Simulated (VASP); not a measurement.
# Mg (Pm-3m) in VASP: further runs, part 2 of 2

VASP 6.6.1. The steps go on from the part before.

## Step 3: Single point, PBEsol

This run uses another cell than the first one, of 26.88 Å³/atom, 1.146 times its volume.

File INCAR:

```
ALGO     = Fast           # electronic algorithm
EDIFF    = 1E-6           # SCF threshold, eV
ENCUT    = 520            # plane-wave cutoff, eV
GGA      = PS             # functional
ISIF     = 2              # what is computed and relaxed
ISMEAR   = 0              # smearing method
LASPH    = True           # aspherical terms in the spheres
LCHARG   = False          # write CHGCAR
LREAL    = False          # projectors in reciprocal space
LWAVE    = False          # write WAVECAR
NBANDS   = 7              # bands
NELM     = 60             # most SCF steps
PREC     = Accurate       # precision mode
SIGMA    = 0.1            # smearing width, eV
```

File KPOINTS:

```
k-points
0
Gamma
  18 18 18
```

File POSCAR:

```
Mg
1.0
    2.9956022605      0.0000000000      0.0000000000
    0.0000000000      2.9956022605      0.0000000000
    0.0000000000      0.0000000000      2.9956022605
Mg
1
Direct
    0.0000000000      0.0000000000      0.0000000000
```

Potentials or basis: VASP PAW PBE potentials, release 64 (Mg).

Command:

```bash
$ cat potpaw_PBE.64/Mg/POTCAR > POTCAR
$ mpirun -np 1 vasp_std > vasp.out
```

OUTCAR:

```text
EDIFF = 1E-6
   ENCUT = 520
   GGA = PS
   ISIF = 2
   ISMEAR = 0
   LASPH = True
   LREAL = False
   NELM = 60
   PREC = Accurate

 ion  position               nearest neighbor table
   1  0.000  0.000  0.000-

  LATTYP: Found a simple cubic cell.
 ALAT       =     2.9956022605

  Lattice vectors:

 A1 = (   2.9956022605,   0.0000000000,   0.0000000000)
 A2 = (   0.0000000000,   2.9956022605,   0.0000000000)
 A3 = (   0.0000000000,   0.0000000000,   2.9956022605)

Analysis of symmetry for initial positions (statically):
=====================================================================
 Subroutine PRICEL returns:
 Original cell was already a primitive cell.

 Routine SETGRP: Setting up the symmetry group for a
 simple cubic supercell.

 Subroutine GETGRP returns: Found 48 space group operations
 (whereof 48 operations were pure point group operations)
 out of a pool of 48 trial point group operations.

The static configuration has the point symmetry O_h .

Analysis of symmetry for dynamics (positions and initial velocities):
=====================================================================
 Subroutine PRICEL returns:
[... 160 lines left out ...]
 cond. band min:       1.7707942476   @ k =   0.4444   0.2778   0.0000
 fundamental gap:      0.0125193334
 Fermi energy:         1.7619013682

 k-point     1 :       0.0000    0.0000    0.0000
  band No.  band energies     occupation
      1      -4.5023      2.00000
      2       9.9544      0.00000
      3       9.9544      0.00000
      4      11.4021      0.00000
      5      11.4021      0.00000
      6      11.4021      0.00000
      7      15.9258      0.00000
[... 221 lines left out ...]
 k-point    24 :       0.3333    0.1111    0.0000
  band No.  band energies     occupation
      1      -2.4562      2.00000
      2       2.8796      0.00000
      3       9.5985      0.00000
      4      13.1266      0.00000
      5      13.1881      0.00000
      6      15.6281      0.00000
      7      17.0409      0.00000

 [... further k-points ...]

------------------------ aborting loop because EDIFF is reached ----------------------------------------

  FORCE on cell =-STRESS in cart. coord.  units (eV):
  Direction    XX          YY          ZZ          XY          YZ          ZX
  --------------------------------------------------------------------------------------
  -------------------------------------------------------------------------------------
  Total       -0.0017740     -0.0017740     -0.0017740      0.0000000      0.0000000     -0.0000000
  in kB       -0.1057310     -0.1057310     -0.1057310      0.0000000      0.0000000     -0.0000000
  external PRESSURE =      -0.1057310 kB  Pullay stress =       0.0000000 kB

 VOLUME and BASIS-vectors are now :
 -----------------------------------------------------------------------------
  energy-cutoff  :      520.00
  volume of cell :       26.88
      direct lattice vectors                 reciprocal lattice vectors
     2.995602261  0.000000000  0.000000000     0.333822688  0.000000000  0.000000000
     0.000000000  2.995602261  0.000000000     0.000000000  0.333822688  0.000000000
     0.000000000  0.000000000  2.995602261     0.000000000  0.000000000  0.333822688

 POSITION                                       TOTAL-FORCE (eV/Angst)
 -----------------------------------------------------------------------------------
      0.00000      0.00000      0.00000         0.000000      0.000000      0.000000
 -----------------------------------------------------------------------------------
    total drift:                                0.000000      0.000000      0.000000

  FREE ENERGIE OF THE ION-ELECTRON SYSTEM (eV)
  ---------------------------------------------------
  free  energy   TOTEN  =        -1.3256535489 eV

  energy  without entropy=       -1.3226996645  energy(sigma->0) =       -1.32417661
```

OSZICAR:

```text
N       E                     dE             d eps       ncg     rms          rms(c)
DAV:   1    -0.836567976344E+00   -0.83657E+00   -0.70991E+02  3283   0.185E+02
DAV:   2    -0.133778107541E+01   -0.50121E+00   -0.47814E+00  3885   0.964E+00
DAV:   3    -0.133998316803E+01   -0.22021E-02   -0.22012E-02  3934   0.685E-01
DAV:   4    -0.133998735042E+01   -0.41824E-05   -0.41822E-05  4683   0.215E-02
DAV:   5    -0.133998735593E+01   -0.55120E-08   -0.56093E-08  3962   0.524E-04    0.562E-01
RMM:   6    -0.133202287337E+01    0.79645E-02   -0.64212E-04  3112   0.114E-01    0.356E-01
RMM:   7    -0.132563987408E+01    0.63830E-02   -0.25642E-03  3545   0.222E-01    0.205E-02
RMM:   8    -0.132565340523E+01   -0.13531E-04   -0.75579E-05  3336   0.437E-02    0.567E-03
RMM:   9    -0.132565354886E+01   -0.14363E-06   -0.70468E-06  3420   0.148E-02
   1 F= -.13256535E+01 E0= -.13241766E+01  d E =-.295388E-02
```

Wall time 9.8 s (1 thread of Intel Xeon Platinum 8488C (Sapphire Rapids), shared host); peak memory 0.16 GiB.

Results:

```
Free energy            : -1.3257 eV
Pressure               : 0.0 GPa
Band gap on the k mesh : zero (band 1 reaches 6.38 eV, above the bottom of band 2 at -0.21 eV)
```

Caveat: the PAW data sets were made with another functional, which shifts forces and pressure a little.

## Step 4: Relaxation of cell and atoms, PBEsol

This run uses another cell than the first one, of 27.42 Å³/atom, 1.169 times its volume.

File INCAR:

```
SYSTEM = Mg
PREC = Accurate
ENCUT = 600
EDIFF = 1E-7
ISMEAR = 0
SIGMA = 0.1
LREAL = .FALSE.
LASPH = .TRUE.
NELM = 80
ALGO = Normal
ISIF = 3
LWAVE = .FALSE.
LCHARG = .FALSE.
GGA = PS
IBRION = 2
NSW = 100
EDIFFG = -0.01
```

File KPOINTS:

```
Automatic mesh
0
G
  18 18 18
  0 0 0
```

File POSCAR:

```
Mg
1.0
    3.0154210194      0.0000000000      0.0000000000
    0.0000000000      3.0154210194      0.0000000000
    0.0000000000      0.0000000000      3.0154210194
Mg
1
Direct
    0.0000000000      0.0000000000      0.0000000000
```

Command:

```bash
$ cat potpaw_PBE.64/Mg/POTCAR > POTCAR
$ mpirun -np 1 vasp_std > vasp.out
```

It took 19 s on 1 thread of Intel Xeon Platinum 8488C (Sapphire Rapids), shared host; peak memory 0.17 GiB.

It converged, with:

```yaml
Free_energy: -1.3257 eV
Relaxed_volume: 26.87 Å³/atom
Relaxed_cell: a = 2.995 Å, b = 2.995 Å, c = 2.995 Å, α = 90.00°, β = 90.00°, γ = 90.00°
Space_group_after_relaxing_to_0.05_Å: Pm-3m (No. 221)
Energy_gained_by_relaxing: 0.8 meV/atom
Ionic_steps: 3
Pressure_after_relaxing: 0.0 GPa
Band_gap_on_the_k_mesh: zero (band 1 reaches 6.38 eV, above the bottom of band 2 at -0.21 eV)
```

The path:
```
step  energy change (eV)  largest force (eV/Å)  pressure (GPa)  volume (Å³)
   1              0.0000                0.0000           -0.48        27.42
   2             -0.0007                0.0000           -0.21        27.09
   3             -0.0008                0.0000            0.00        26.87
```

Final structure:
```
CELL_PARAMETERS angstrom
2.99511 0.00000 0.00000
0.00000 2.99511 0.00000
0.00000 0.00000 2.99511
ATOMIC_POSITIONS crystal
Mg 0.00000 0.00000 0.00000
```

Levels at points of the mesh, in eV from the Fermi level:
| k point | band 1 | band 2 | band 3 | band 4 |
| --- | --- | --- | --- | --- |
| (0.00, 0.00, 0.00) | -6.27 | 8.19 | 8.19 | 9.64 |
| (0.50, 0.00, 0.00) | -2.34 | -1.97 | 10.64 | 13.10 |
| (0.50, 0.50, 0.00) | 1.34 | 1.34 | 2.14 | 2.67 |
| (0.50, 0.50, 0.50) | 4.62 | 4.62 | 4.62 | 5.74 |

Caveat: the PAW data sets were made with another functional, which shifts forces and pressure a little.

## Step 5: The runs side by side

| task | cell | k mesh | cutoff (eV) | gap on the mesh (eV) | pressure (GPa) | relaxed volume (Å³/atom) |
| --- | --- | --- | --- | --- | --- | --- |
| relaxation of cell and atoms | relaxed from a = 2.862 Å, 1 atom | 6 × 6 × 6 | 600 | none | 0.0 | 27.37 |
| single point | a = 2.996 Å, 1 atom | 18 × 18 × 18 | 520 | none | 0.0 | - |
| relaxation of cell and atoms | relaxed from a = 3.015 Å, 1 atom | 18 × 18 × 18 | 600 | none | 0.0 | 26.87 |

Alike in all rows: level PBEsol; potentials or basis VASP PAW PBE potentials, release 64 (Mg); no spin polarisation; smearing gaussian 0.1 eV.

Caveats: some runs use coarse meshes; the PAW data sets were made with another functional, which shifts forces and pressure a little; the volume moved by over 15 % at a fixed basis, so the end points are rough (some runs).

Absolute energies hang on the potentials; compare differences alone.
